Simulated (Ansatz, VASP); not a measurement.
**Sn2Te in VASP and in Ansatz**

```xyz
6
Lattice="5.3125 0.0000 0.0000 -2.6562 4.6007 0.0000 0.0000 0.0000 9.0260" Properties=species:S:1:pos:R:3 pbc="T T T"
Sn    2.6562    1.5336    4.6181
Sn    0.0000    3.0672    4.4079
Sn    0.0000    0.0000    1.5407
Sn    0.0000    0.0000    7.4853
Te    2.6562    1.5336    7.5153
Te    0.0000    3.0672    1.5107
```

Alike in both runs: functional PBE; k mesh 4 × 4 × 2; occupations gaussian, width 0.2 eV; no spin polarisation.

Ansatz relaxed the structure, and its values are those at the end. VASP's run is a single point on that final structure, the one shown.

```csv
,VASP,Ansatz
version,VASP 6.6.1,Ansatz 0.2.0
potentials or method,"VASP PAW PBE potentials, release 64 (Sn_d, Te), cutoff 520 eV","scalar-relativistic, plane waves, PAW"
valence electrons in the cell,68,88
```

VASP gave:

| Item | Value |
| --- | --- |
| pressure (GPa) | 0.1 |
| rms of the force components (eV/Å) | 0.018 |

Problem. Estimate Ansatz's values.

Solution. Pressure (GPa): 0.1; rms of the force components (eV/Å): 0.020.

VASP's potentials hold 68 valence electrons a cell and Ansatz's 88, so a difference there can come from the potentials and not from the codes.

Neither program's run includes spin-orbit coupling.
